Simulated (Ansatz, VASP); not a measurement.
# One calculation of Sr, two programs

INCAR

```
PREC = Accurate ; ENCUT = 500
EDIFF = 1E-6 ; ISMEAR = 0
SIGMA = 0.1 ; LREAL = False
LASPH = True ; NELM = 120
ALGO = Normal ; ISIF = 2
LWAVE = False ; LCHARG = False
GGA = PE ; NBANDS = 11
GGA_COMPAT = False
```

The input KPOINTS:

```
Automatic mesh
0
Gamma
  12 12 12
```

POSCAR

```
Sr
1.0
   -2.4114511628      2.4114511628      2.4114511628
    2.4114511628     -2.4114511628      2.4114511628
    2.4114511628      2.4114511628     -2.4114511628
Sr
1
Direct
    0.0000000000      0.0000000000      0.0000000000
```

Input for Ansatz:

```yaml
crystal:
  lattice:
    - [-2.4114511628, 2.4114511628, 2.4114511628]
    - [2.4114511628, -2.4114511628, 2.4114511628]
    - [2.4114511628, 2.4114511628, -2.4114511628]
  atoms:
    - { symbol: Sr, position: [0.0, 0.0, 0.0] }
basis:
  ecutwfc: 420
kpoints:
  mp_grid: { grid: [12, 12, 12] }
hamiltonian:
  xc: pbe
scf:
  occupations: { method: gaussian, width: 0.1 }
output:
  forces: true
  stress: true
  eigenvalues: true
  populations: true
```

Alike in both runs: task single point; functional PBE; k mesh 12 × 12 × 12; occupations gaussian, width 0.1 eV; no spin polarisation.

|  | VASP | Ansatz |
| --- | --- | --- |
| version | VASP 6.6.1 | Ansatz 0.2.0 |
| potentials or method | VASP PAW PBE potentials, release 64 (Sr_sv), cutoff 500 eV | scalar-relativistic, plane waves, PAW |
| valence electrons in the cell | 10 | 10 |

|  | VASP | Ansatz | Ansatz less VASP |
| --- | --- | --- | --- |
| gap on the k mesh at the Fermi level (eV) | none | none | - |
| pressure (GPa) | -0.5 | -0.4 | 0.00 |

A gap of «none» marks a metal or a gap that the smearing closes. With one functional, cell and mesh, what is left measures potentials, basis and numerics.
